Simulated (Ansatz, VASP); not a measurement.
Sr: VASP beside Ansatz

```
Sr
1.0
     4.80960    0.00000    0.00000
     0.00000    4.80960    0.00000
     0.00000    0.00000    4.73746
Sr
2
Cartesian
  0.0000 0.0000 0.0000
  2.4048 2.4048 2.3687
```

Change from the starting cell: strain along c alone, the other axes held, atoms relaxed: -1.5 %.

Alike in both runs: task single point; functional r2SCAN; k mesh 10 × 10 × 10; occupations gaussian, width 0.1 eV; no spin polarisation.

```csv
,VASP,Ansatz
version,VASP 6.6.1,Ansatz 0.2.0
potentials or method,"VASP PAW PBE potentials, release 64 (Sr_sv), cutoff 520 eV","scalar-relativistic, plane waves, PAW"
valence electrons in the cell,20,20
```

|  | VASP | Ansatz | Ansatz less VASP |
| --- | --- | --- | --- |
| gap on the k mesh at the Fermi level (eV) | none | none | - |
| pressure (GPa) | 0.2 | 0.2 | -0.02 |

VASP's potentials were made for PBE, not for r2SCAN. A gap of «none» marks a metal or a gap that the smearing closes. The functional is the same, so the differences come from potentials, cutoffs and numerics.
